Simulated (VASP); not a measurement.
**Mn3Si: single point with PBEsol**

The system is Mn3Si.

```xyz
4
Lattice="0.0000 2.8223 2.8223 2.8223 0.0000 2.8223 2.8223 2.8223 0.0000" Properties=species:S:1:pos:R:3 pbc="T T T"
Mn    4.2335    4.2335    4.2335
Mn    1.4112    1.4112    1.4112
Mn    2.8223    2.8223    2.8223
Si    0.0000    0.0000    0.0000
```

```
Program                : VASP 6.6.1
Task                   : single point
Functional             : PBEsol
Potentials or basis    : VASP PAW PBE potentials, release 64 (Mn_pv, Si)
Cutoff                 : 520 eV
k mesh                 : 8 × 8 × 8
Occupations            : fermi-dirac, width 0.05 eV
Spin                   : collinear spin, ferromagnetic start
Starting moments       : [4.0, 4.0, 4.0, 0.0] μB
Dipole correction      : no
Further INCAR settings : ALGO = Normal; EDIFF = 1e-07; NBANDS = 34
```

| Property | Result |
| --- | --- |
| Pressure | -8.5 GPa |
| Band gap on the k mesh | zero (filled and empty bands overlap) |
| Net moment | 1.02 μB per cell |
| Site moments | Mn -0.76, +2.47 (each value once); Si +0.04 μB |
| Valence electrons inside the program's atomic spheres | Mn 11.99, 11.88 (each value once); Si 1.64 |

Levels at points of the mesh, in eV from the Fermi level:
Spin up:
```csv
k point,band 20,band 21,band 22,band 23,band 24,band 25
"(0.00, 0.00, 0.00)",-0.03,0.77,0.77,0.77,1.34,1.34
"(0.50, 0.00, 0.00)",-0.53,-0.53,-0.18,-0.18,0.61,0.61
"(0.50, 0.50, 0.00)",-0.87,-0.19,-0.19,0.22,0.80,0.91
```
Spin down:
```tsv
k point	band 17	band 18	band 19	band 20	band 21	band 22	band 23	band 24	band 25	band 26
(0.00, 0.00, 0.00)	-1.45	-1.45	0.12	0.12	0.12	0.85	0.85	1.81	1.81	4.20
(0.50, 0.00, 0.00)	-1.96	-1.96	-1.16	-1.16	-1.12	0.97	0.97	1.52	1.67	1.67
(0.50, 0.50, 0.00)	-2.02	-2.02	-0.75	-0.75	-0.07	0.39	0.80	0.92	1.31	1.44
```

Wall time 2.4 min on 1 thread of AMD EPYC 9R45 96-Core Processor (Zen 5), with other jobs on the host, peak memory 0.2 GiB.

Caveat: the cell stands under tension; the PAW data sets were made with another functional, which shifts forces and pressure a little.
